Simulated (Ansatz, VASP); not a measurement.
# Two plane-wave programs on ZnS

```
Zn S
1.0
     0.00000    2.70465    2.70465
     2.70465    0.00000    2.70465
     2.70465    2.70465    0.00000
Zn S
1 1
Direct
  0.00000 0.00000 0.00000
  0.75000 0.75000 0.75000
```

Alike in both runs: task single point; functional PBE; dispersion D3(BJ); k mesh 8 × 8 × 8; occupations gaussian, width 0.05 eV; no spin polarisation.

|  | VASP | Ansatz |
| --- | --- | --- |
| version | VASP 6.6.1 | Ansatz 0.2.0 |
| potentials or method | VASP PAW PBE potentials, release 64 (Zn, S), cutoff 520 eV | scalar-relativistic, plane waves, PAW |
| valence electrons in the cell | 18 | 18 |

|  | VASP | Ansatz | Ansatz less VASP |
| --- | --- | --- | --- |
| gap on the k mesh at the Fermi level (eV) | 2.10 | 2.10 | -0.005 |
| least direct gap on the mesh (eV) | 2.10 | 2.10 | -0.005 |
| pressure (GPa) | -1.2 | -1.4 | -0.16 |
